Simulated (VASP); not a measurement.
Runs of VASP 6.6.1 on In4P. The structure is that of space group Im-3m (No. 229), or close to it. The cells are those of the table. 

```csv
task,cell,k mesh,cutoff (eV),k mesh for the DOS,occupations for the DOS,gap on the mesh (eV),pressure (GPa),relaxed volume (Å³/atom)
single point,"a = 5.714 Å, angles 109.5°, 5 atoms",8 × 8 × 8,520,-,-,none,0.0,-
single point,"a = 5.427 Å, angles 109.5°, 5 atoms",4 × 4 × 4,520,-,-,none,6.2,-
single point,"a = 5.658 Å, angles 109.5°, 5 atoms",4 × 4 × 4,520,-,-,none,-0.3,-
relaxation of cell and atoms,"relaxed from a = 5.658 Å, angles 109.5°, 5 atoms",8 × 8 × 8,600,-,-,none,0.0,28.73
relaxation of cell and atoms,"relaxed from a = 5.427 Å, angles 109.5°, 5 atoms",4 × 4 × 4,600,-,-,none,0.0,(a)
```

Alike in all rows: level PBE; potentials or basis VASP PAW PBE potentials, release 64 (In_d, P); no spin polarisation; smearing gaussian 0.1 eV.

**Question.** Estimate the missing entries.

**Answer.** (a) 27.66.

Caveats: spin-orbit coupling is left out, which moves the levels of the heavy elements.

A k mesh can miss the band edges, and the runs leave out spin-orbit coupling on In.

A gap of «none» marks levels without a gap at the run's occupations.
